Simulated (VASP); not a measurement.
# NaCl: single point with PBEsol

Crystal: NaCl.

```
Na Cl
1.0
     3.62694    0.03502   -0.03502
     0.03502    3.62694   -0.03502
    -0.03502   -0.03502    3.62694
Na Cl
1 1
Direct
  0.00000 0.00000 0.00000
  0.50000 0.50000 0.50000
```

This cell differs from its parent crystal: strained.

```yaml
Program: VASP 6.6.1
Task: single point
Functional: PBEsol
Potentials_or_basis: VASP PAW PBE potentials, release 64 (Na_pv, Cl)
Cutoff: 520 eV
k_mesh: 6 × 6 × 6
Occupations: gaussian, width 0.02 eV
Spin: no spin polarisation
```

The pressure is -3.0 GPa. The band gap on the k mesh is 3.54 eV, indirect (least direct gap 3.91 eV).

Stress tensor (GPa, compression positive):
```
-3.05  0.11 -0.11
 0.11 -3.05 -0.11
-0.11 -0.11 -3.05
```

Levels at points of the mesh, in eV from the valence-band top:
| k point | band 4 | band 5 | band 6 | band 7 | band 8 | band 9 | band 10 | band 11 |
| --- | --- | --- | --- | --- | --- | --- | --- | --- |
| (0.00, 0.00, 0.00) | -13.04 | -0.44 | -0.44 | -0.37 | 3.54 | 8.50 | 8.50 | 14.45 |
| (0.50, 0.00, 0.00) | -12.76 | -2.56 | -0.24 | -0.19 | 6.44 | 7.83 | 10.37 | 11.49 |
| (0.50, 0.50, 0.00) | -12.55 | -1.98 | -1.94 | 0.00 | 5.43 | 9.49 | 10.11 | 10.32 |
| (0.50, 0.50, 0.50) | -12.35 | -1.60 | -1.57 | -1.57 | 6.80 | 7.04 | 7.04 | 10.89 |

It took 10 s on 1 thread of Intel(R) Xeon(R) Platinum 8488C (Sapphire Rapids), on a shared host, peak memory 0.15 GiB.

Caveat: the cell differs from its parent crystal (strained); the PAW data sets were made with another functional, which shifts forces and pressure a little. A k mesh can miss the band edges.
